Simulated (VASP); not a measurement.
Cr: single point with PBE

Cr:

```xyz
2
Lattice="2.4263 0.0000 0.0000 -1.2131 2.1012 0.0000 0.0000 0.0000 4.3049" Properties=species:S:1:pos:R:3 pbc="T T T"
Cr    0.0000    1.4008    1.0762
Cr    1.2131    0.7004    3.2287
```

This cell differs from its parent crystal: volume scaled by 0.92.

```yaml
Program: VASP 6.6.1
Task: single point
Functional: PBE
Potentials_or_basis: VASP PAW PBE potentials, release 64 (Cr_pv)
Cutoff: 520 eV
k_mesh: 17 × 17 × 9
Occupations: fermi-dirac, width 0.1 eV
Spin: no spin polarisation
Dipole_correction: no
Further_INCAR_settings: ALGO = Normal; EDIFF = 1e-07; NBANDS = 19
```

The pressure is 22.7 GPa and the band gap on the k mesh is zero (band 12 reaches 12.54 eV, above the bottom of band 13 at 11.19 eV).

Levels at points of the mesh, in eV from the Fermi level:
| k point | band 8 | band 9 | band 10 | band 11 | band 12 | band 13 | band 14 | band 15 | band 16 | band 17 |
| --- | --- | --- | --- | --- | --- | --- | --- | --- | --- | --- |
| (0.00, 0.00, 0.00) | -4.35 | -1.29 | -0.42 | -0.42 | -0.05 | -0.03 | -0.03 | 1.14 | 1.14 | 2.44 |

It took 29 s on 1 thread of Intel(R) Xeon(R) Platinum 8559C (Emerald Rapids), with other jobs on the host, peak memory 0.16 GiB.

Caveat: the run has no spin polarisation, though such a crystal can be magnetic. Spin polarisation is off, so any magnetic state and its effect on volume and gap are missing.
